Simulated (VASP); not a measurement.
Here is a VASP 6.6.1 calculation.

Contents of INCAR:

```
  PREC = Accurate
  ENCUT = 600
  EDIFF = 1E-6
  ISMEAR = 0
  SIGMA = 0.2
  LREAL = F
  LASPH = T
  NELM = 60
  ALGO = Normal
  ISIF = 3
  LWAVE = F
  LCHARG = F
  GGA = PE
  IBRION = 2
  NSW = 36
  EDIFFG = -0.08
```

File KPOINTS:

```
regular mesh
0
Gamma
  6 6 1
```

Contents of POSCAR:

```
Hf7Cl
1.0
    3.2000000000      0.0000000000      0.0000000000
   -1.6000000000      2.7712812900      0.0000000000
    0.0000000000      0.0000000000     18.6000000000
Hf Cl
7 1
Direct
    0.3333333300      0.6666666700      0.9000000000
    0.3333333300      0.6666666700      0.1000000000
    0.3333333300      0.6666666700      0.6330000000
    0.0000000000      0.0000000000      0.5000000000
    0.0000000000      0.0000000000      0.2340000000
    0.3333333300      0.6666666700      0.3670000000
    0.0000000000      0.0000000000      0.7660000000
    0.0000000000      0.0000000000      0.0000000000
```

Potentials or basis: VASP PAW PBE potentials, release 64 (Hf_pv, Cl).

The run is started by

```sh
$ cat potpaw_PBE.64/Hf_pv/POTCAR potpaw_PBE.64/Cl/POTCAR > POTCAR
$ mpirun -np 1 vasp_std > vasp.out
```

Task: What does it give for the band gap on the k mesh?

Result: Zero (an odd number of electrons rules out a gap without spin polarisation).

Task: What does it give for the space group after relaxing (to 0.1 Å)?

Result: P-6m2 (No. 187).

Final structure:
```xyz
8
Lattice="3.2016 0.0000 0.0000 -1.6008 2.7727 0.0000 0.0000 0.0000 19.3184" Properties=species:S:1:pos:R:3 pbc="T T T"
Hf    0.0000    1.8485   17.2183
Hf    0.0000    1.8485    2.1000
Hf    0.0000    1.8485   12.1950
Hf   -1.6008    2.7727    9.6592
Hf   -1.6008    2.7727    4.5634
Hf    0.0000    1.8485    7.1233
Hf    0.0000    0.0000   14.7549
Cl    0.0000    0.0000    0.0000
```

Caveat: spin-orbit coupling is left out, which moves the levels of the heavy elements.
